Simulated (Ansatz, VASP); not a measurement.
As in VASP and in Ansatz

```xyz
2
Lattice="3.4630 0.0000 0.0000 -1.7315 2.9990 0.0000 0.0000 0.0000 28.5742" Properties=species:S:1:pos:R:3 pbc="T T T"
As    0.0000    1.9994   13.3886
As    1.7315    0.9997   15.1856
```

Alike in both runs: task single point; functional PBE; dispersion D3(BJ); k mesh 9 × 9 × 1; occupations gaussian, width 0.02 eV; no spin polarisation.

```csv
,VASP,Ansatz
version,VASP 6.6.1,Ansatz 0.2.0
potentials or method,"VASP PAW PBE potentials, release 64 (As_d), cutoff 400 eV","scalar-relativistic, plane waves, PAW"
valence electrons in the cell,30,30
```

|  | VASP | Ansatz | Ansatz less VASP |
| --- | --- | --- | --- |
| rms of the force components (eV/Å) | 1.576 | 1.583 | +0.0074 |
| work function, face that differs most (eV) | 3.90 | 3.88 | -0.021 |

Atom by atom the forces differ by 0.007 eV/Å (rms over components).
